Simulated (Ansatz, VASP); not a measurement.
# MgS: VASP beside Ansatz

```xyz
2
Lattice="0.0000 2.9441 2.9441 2.9441 0.0000 2.9441 2.9441 2.9441 0.0000" Properties=species:S:1:pos:R:3 pbc="T T T"
Mg    0.0000    0.0000    0.0000
S     1.4721    1.4721    1.4721
```

Change from the starting cell: hydrostatic strain +4.0%.

Alike in both runs: task single point; functional r2SCAN; k mesh 8 × 8 × 8; no spin polarisation.

|  | VASP | Ansatz |
| --- | --- | --- |
| version | VASP 6.6.1 | Ansatz 0.2.0 |
| potentials or method | VASP PAW PBE potentials, release 64 (Mg_sv, S) | plane waves, PAW |
| plane-wave cutoff (eV) | 660 | 500 |
| occupations | gaussian, width 0.01 eV | fixed |
| valence electrons in the cell | 16 | 16 |

Ansatz gave:

- gap on the k mesh at the Fermi level (eV): 3.55
- pressure (GPa): -5.6

Q: Estimate VASP's values.

A: gap on the k mesh at the Fermi level (eV): 3.56; pressure (GPa): -5.6.

VASP's potentials were made for PBE, not for r2SCAN.
